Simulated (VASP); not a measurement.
Set up this calculation in VASP 6.6.1, as the native input.

```yaml
Task: single point
Functional: r2SCAN
Potentials_or_basis: VASP PAW PBE potentials, release 64 (Li_sv)
Cutoff: 830 eV
k_mesh: 6 × 6 × 6
Occupations: gaussian, width 0.1 eV
Spin: no spin polarisation
Dipole_correction: no
Further_INCAR_settings: ALGO = Normal; EDIFF = 1e-06; NBANDS = 8
```

Crystal: Li.

```
Li
1.0
     2.75755    0.00000    0.00000
     0.00000    2.75755    0.00000
     0.00000    0.00000    2.75755
Li
1
Cartesian
  0.0000 0.0000 0.0000
```

This isn't the form of Li at room conditions, which is bcc.

One way to write it, as run:

POSCAR

```
Li
1.0
    2.7575457573      0.0000000000      0.0000000000
    0.0000000000      2.7575457573      0.0000000000
    0.0000000000      0.0000000000      2.7575457573
Li
1
Direct
    0.0000000000      0.0000000000      0.0000000000
```

INCAR.step1

```
PREC = Accurate ; ENCUT = 830
ISMEAR = 0 ; SIGMA = 0.1
LREAL = False ; LASPH = True
NELM = 120 ; NBANDS = 8
GGA = PE ; ALGO = Normal
EDIFF = 1E-5 ; LWAVE = True
LCHARG = False ; GGA_COMPAT = False
```

INCAR.step2

```
PREC = Accurate ; ENCUT = 830
EDIFF = 1E-6 ; ISMEAR = 0
SIGMA = 0.1 ; LREAL = False
LASPH = True ; NELM = 120
ALGO = Normal ; ISIF = 2
LWAVE = False ; LCHARG = True
METAGGA = R2SCAN ; LMIXTAU = True
LELF = True ; LVHAR = True
NBANDS = 8 ; ISTART = 1
GGA_COMPAT = False
```

KPOINTS

```
Automatic mesh
0
Gamma
  6 6 6
```

Potentials or basis: VASP PAW PBE potentials, release 64 (Li_sv).

Command:

```console
$ cat potpaw_PBE.64/Li_sv/POTCAR > POTCAR
$ cp INCAR.step1 INCAR
$ mpirun -np 1 vasp_std > vasp.out
$ cp INCAR.step2 INCAR
$ mpirun -np 1 vasp_std > vasp.out
```

Results of the run:

```
Pressure               : 0.0 GPa
Band gap on the k mesh : zero (an odd number of electrons rules out a gap without spin polarisation)
```

Caveat: the k points lie up to 0.38 Å⁻¹ apart, too coarse for converged energies and pressures of a metal; the PAW data sets were made with another functional, which shifts forces and pressure a little.

It took 56 s on 1 thread of Intel Xeon 8259CL (shared host), peak memory 0.15 GiB.
